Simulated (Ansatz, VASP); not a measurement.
# LiF: VASP beside Ansatz

```
CELL_PARAMETERS angstrom
0.00000 1.99487 1.99487
1.99487 0.00000 1.99487
1.99487 1.99487 0.00000
ATOMIC_POSITIONS crystal
Li 0.00000 0.00000 0.00000
F 0.50000 0.50000 0.50000
```

Alike in both runs: task single point; functional HSE06; k mesh 6 × 6 × 6; occupations gaussian, width 0.5 eV; no spin polarisation.

```csv
,VASP,Ansatz
version,VASP 6.6.1,Ansatz 0.2.0
potentials or method,"VASP PAW PBE potentials, release 64 (Li_sv, F)",plane waves
plane-wave cutoff (eV),520,420
valence electrons in the cell,10,10
```

```tsv
	VASP	Ansatz	Ansatz less VASP
gap on the k mesh at the Fermi level (eV)	11.67	11.67	+0.008
```

The functional is the same, so the differences come from potentials, cutoffs and numerics. Ansatz's warnings: stress exchange threshold loose, stress scf threshold loose.

The k mesh is coarse, so the values compare programs but aren't converged. Noted on VASP's run: the cutoff is short for stress, so the pressure is rough.
